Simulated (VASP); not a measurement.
Ba2Tl5V3O12:

```
Ba V Tl O
1.0
     9.93665    0.00000    0.00000
     0.00000    9.93665    0.00000
     0.00000    0.00000    6.65552
Ba V Tl O
2 3 5 12
Direct
  0.00000 0.50000 0.00000
  0.50000 0.00000 0.00000
  0.50000 0.50000 0.00000
  0.50000 0.00000 0.50000
  0.00000 0.50000 0.50000
  0.00000 0.00000 0.50000
  0.67321 0.32679 0.46014
  0.32679 0.67321 0.46014
  0.67321 0.67321 0.53986
  0.32679 0.32679 0.53986
  0.39848 0.60152 0.14652
  0.60152 0.39848 0.14652
  0.60152 0.60152 0.85348
  0.39848 0.39848 0.85348
  0.59959 0.09072 0.33579
  0.40041 0.09072 0.66421
  0.59959 0.90928 0.66421
  0.40041 0.90928 0.33579
  0.09072 0.59959 0.33579
  0.09072 0.40041 0.66421
  0.90928 0.59959 0.66421
  0.90928 0.40041 0.33579
```

```yaml
Program: VASP 6.6.1
Task: relaxation of cell and atoms
Functional: LDA
Potentials_or_basis: VASP PAW LDA potentials, release 64 (Ba_sv, V_sv, Tl_d, O)
Cutoff: 600 eV
k_mesh: 3 × 3 × 4
Occupations: fermi-dirac, width 0.05 eV
Spin: collinear spin, ferromagnetic start
Starting_moments: "[0.0, 0.0, 2.0, 2.0, 2.0, 0.0, 0.0, 0.0, 0.0, 0.0, 0.0, 0.0, 0.0, 0.0, 0.0, 0.0, 0.0, 0.0, 0.0, 0.0, 0.0, 0.0] μB"
```

At the start: pressure -2.9 GPa; volume 29.87 Å³/atom.

Q: How do energy, volume and symmetry change on relaxing?

A: Over 23 steps the energy falls by 34.4 meV/atom and the volume is 25.70 Å³/atom (-14.0 %); space group P-42m (No. 111, to 0.1 Å) before and after; moment 0.00 μB per cell.

The path:
```
step  energy change (eV)  largest force (eV/Å)  pressure (GPa)  volume (Å³)
   1              0.0000                0.4780           -2.92       657.15
   2              0.0586                2.1679            2.95       606.69
   3             -0.2739                0.7490           -0.38       632.28
   4             -0.4679                0.2432           -0.18       613.81
   5             -0.4856                0.4139           -0.05       606.45
   6             -0.5821                0.3515           -0.24       597.59
   7             -0.5983                0.5989           -0.32       592.30
   8             -0.6636                0.3099           -0.05       584.05
   9             -0.6740                0.2606            0.13       579.08
  10             -0.7028                0.2187           -0.21       577.09
  11             -0.7160                0.4596           -0.68       574.37
  12             -0.7328                0.3464           -0.51       571.47
  13             -0.7515                0.0928            0.00       562.84
  14             -0.7518                0.0929           -0.06       563.79
  15             -0.7531                0.0729           -0.03       563.78
  16             -0.7552                0.0440            0.08       563.74
  17             -0.7553                0.0468            0.11       563.73
  18             -0.7560                0.0417            0.01       564.48
  19             -0.7561                0.0464           -0.02       564.67
  20             -0.7566                0.0228           -0.01       564.91
  21             -0.7568                0.0216            0.01       565.13
  22             -0.7568                0.0235            0.01       565.15
  23             -0.7569                0.0082           -0.03       565.31
```

Final structure:
```yaml
crystal:
  lattice:
    - [9.25313, 0.00000, 0.00000]
    - [0.00000, 9.25313, 0.00000]
    - [0.00000, 0.00000, 6.60250]
  atoms:
    - { symbol: Ba, position: [0.00000, 0.50000, 0.00000] }
    - { symbol: Ba, position: [0.50000, 0.00000, 0.00000] }
    - { symbol: V, position: [0.50000, 0.50000, 0.00000] }
    - { symbol: V, position: [0.50000, 0.00000, 0.50000] }
    - { symbol: V, position: [0.00000, 0.50000, 0.50000] }
    - { symbol: Tl, position: [0.00000, 0.00000, 0.50000] }
    - { symbol: Tl, position: [0.66871, 0.33129, 0.46859] }
    - { symbol: Tl, position: [0.33129, 0.66871, 0.46859] }
    - { symbol: Tl, position: [0.66871, 0.66871, 0.53141] }
    - { symbol: Tl, position: [0.33129, 0.33129, 0.53141] }
    - { symbol: O, position: [0.39182, 0.60818, 0.14582] }
    - { symbol: O, position: [0.60818, 0.39182, 0.14582] }
    - { symbol: O, position: [0.60818, 0.60818, 0.85418] }
    - { symbol: O, position: [0.39182, 0.39182, 0.85418] }
    - { symbol: O, position: [0.60733, 0.09458, 0.33614] }
    - { symbol: O, position: [0.39267, 0.09458, 0.66386] }
    - { symbol: O, position: [0.60733, 0.90542, 0.66386] }
    - { symbol: O, position: [0.39267, 0.90542, 0.33614] }
    - { symbol: O, position: [0.09458, 0.60733, 0.33614] }
    - { symbol: O, position: [0.09458, 0.39267, 0.66386] }
    - { symbol: O, position: [0.90542, 0.60733, 0.66386] }
    - { symbol: O, position: [0.90542, 0.39267, 0.33614] }
```
